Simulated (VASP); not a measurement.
Here is a VASP 6.6.1 calculation.

File INCAR:

```
PREC = Accurate ; ENCUT = 520
EDIFF = 1E-6 ; ISMEAR = 0
SIGMA = 0.01 ; LREAL = F
LASPH = T ; NELM = 100
ALGO = Normal ; ISIF = 2
LWAVE = F ; LCHARG = F
GGA = PE ; NBANDS = 21
```

KPOINTS

```
regular mesh
0
Gamma
  6 6 6
```

The input POSCAR:

```
Be3Te2S
1.0
   -1.8753833481      5.6179631603      2.6377606592
    1.8753833481     -5.6179631603      2.6377606592
    1.8753833481      5.6179631603     -2.6377606592
S Be Te
1 3 2
Direct
   -0.0001509540     -0.0001509540      0.0000000000
    0.2083419947      0.7083419947      0.5000000000
    0.6223379212      0.7719797434      0.8503581779
    0.9216215655      0.7719797434      0.1496418221
    0.3348696586     -0.0010752637      0.3359449223
    0.6629798139     -0.0010752637      0.6640550777
```

Potentials or basis: VASP PAW PBE potentials, release 64 (S, Be, Te).

Run with:

```sh
$ cat potpaw_PBE.64/S/POTCAR potpaw_PBE.64/Be/POTCAR potpaw_PBE.64/Te/POTCAR > POTCAR
$ mpirun -np 1 vasp_std > vasp.out
```

(1) Predict the band gap on the k mesh.

(2) Estimate the pressure.

Results:

(1) 1.56 eV (least direct gap 1.59 eV).

(2) 4.8 GPa.

Caveat: the cell stands under pressure; spin-orbit coupling is left out, which moves the levels of the heavy elements.
